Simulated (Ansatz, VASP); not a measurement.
## Mo: VASP beside Ansatz

File INCAR:

```
PREC = Accurate
ENCUT = 520
EDIFF = 1E-7
ISMEAR = 0
SIGMA = 0.15
LREAL = False
LASPH = True
NELM = 60
ALGO = Fast
ISIF = 2
LWAVE = False
LCHARG = True
GGA = PE
LELF = True
LVHAR = True
NBANDS = 13
```

The input KPOINTS:

```
Automatic mesh
0
Gamma
  22 22 22
```

POSCAR

```
Mo
1.0
   -1.5081600000      1.5081600000      1.6966800000
    1.5081600000     -1.5081600000      1.6966800000
    1.5081600000      1.5081600000     -1.6966800000
Mo
1
Direct
    0.0000000000      0.0000000000      0.0000000000
```

Input for Ansatz:

```yaml
crystal:
  lattice:
    - [-1.50816, 1.50816, 1.69668]
    - [1.50816, -1.50816, 1.69668]
    - [1.50816, 1.50816, -1.69668]
  atoms:
    - { symbol: Mo, position: [0.0, 0.0, 0.0] }
basis:
  ecutwfc: 420
kpoints:
  mp_grid: { grid: [22, 22, 22] }
hamiltonian:
  xc: pbe
scf:
  occupations: { method: gaussian, width: 0.15 }
output:
  forces: true
  stress: true
  eigenvalues: true
```

Change from the starting cell: strain -0.040 along x and y, +0.080 along z, atoms carried along.

Alike in both runs: task single point; functional PBE; k mesh 22 × 22 × 22; occupations gaussian, width 0.15 eV; no spin polarisation.

|  | VASP | Ansatz |
| --- | --- | --- |
| version | VASP 6.6.1 | Ansatz 0.2.0 |
| potentials or method | VASP PAW PBE potentials, release 64 (Mo_sv), cutoff 520 eV | scalar-relativistic, plane waves, PAW |
| valence electrons in the cell | 14 | 14 |

```csv
,VASP,Ansatz,Ansatz less VASP
gap on the k mesh at the Fermi level (eV),none,none,-
pressure (GPa),8.4,7.8,-0.56
"traceless stress, the component that is largest in VASP (GPa)",-20.02,-20.05,-0.024
```

A gap of «none» marks a metal or a gap that the smearing closes.
